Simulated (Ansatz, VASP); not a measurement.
**One calculation of WI2O2, two programs**

```
W I O
1.0
    -1.90198    1.90266    8.40712
     1.90198   -1.90266    8.40712
     1.90198    1.90266   -8.40712
W I O
1 2 2
Direct
  0.00000 0.00000 0.00000
  0.16117 0.16117 0.00000
  0.83883 0.83883 0.00000
  0.50000 0.00000 0.50000
  0.00000 0.50000 0.50000
```

Alike in both runs: task single point; functional PBE; k mesh 8 × 8 × 8; occupations gaussian, width 0.05 eV; no spin polarisation.

|  | VASP | Ansatz |
| --- | --- | --- |
| version | VASP 6.6.1 | Ansatz 0.2.0 |
| potentials or method | VASP PAW PBE potentials, release 64 (W_sv, I, O), cutoff 520 eV | scalar-relativistic, plane waves, PAW |
| valence electrons in the cell | 40 | 60 |

|  | VASP | Ansatz | Ansatz less VASP |
| --- | --- | --- | --- |
| pressure (GPa) | 2.3 | 1.8 | -0.49 |
| traceless stress, the component that is largest in VASP (GPa) | -0.51 | 0.04 | +0.554 |

With one functional, cell and mesh, what is left measures potentials, basis and numerics. VASP's potentials hold 40 valence electrons a cell and Ansatz's 60, so a difference there can come from the potentials and not from the codes.

Neither program's run includes spin-orbit coupling.
